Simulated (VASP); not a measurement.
The system is Ta.

```xyz
1
Lattice="-1.6304 1.6304 1.6304 1.6304 -1.6304 1.6304 1.6304 1.6304 -1.6304" Properties=species:S:1:pos:R:3 pbc="T T T"
Ta    0.0000    0.0000    0.0000
```

| Quantity | Value |
| --- | --- |
| Program | VASP 6.6.1 |
| Task | relaxation of cell and atoms |
| Functional | r2SCAN |
| Dispersion | D3(BJ) |
| Potentials or basis | VASP PAW PBE potentials, release 64 (Ta_pv) |
| Cutoff | 600 eV |
| k mesh | 16 × 16 × 16 |
| Occupations | fermi-dirac, width 0.08 eV |
| Spin | no spin polarisation |

At the start: pressure 6.9 GPa; volume 17.34 Å³/atom.

Task: How do energy, volume and symmetry change on relaxing?

Result: Over 4 steps the energy falls by 11.6 meV/atom and the volume is 17.89 Å³/atom (+3.2 %); space group Im-3m (No. 229, to 0.1 Å) before and after.

Step by step:
```
step  energy change (eV)  largest force (eV/Å)  pressure (GPa)  volume (Å³)
   1              0.0000                0.0000            6.91        17.34
   2              0.0508                0.0000          -13.73        19.28
   3             -0.0116                0.0000           -0.20        17.91
   4             -0.0116                0.0000           -0.01        17.89
```

Final structure:
```
Ta
1.0
    -1.64769    1.64769    1.64769
     1.64769   -1.64769    1.64769
     1.64769    1.64769   -1.64769
Ta
1
Direct
  0.00000 0.00000 0.00000
```

Caveat: the PAW data sets were made with another functional, which shifts forces and pressure a little.
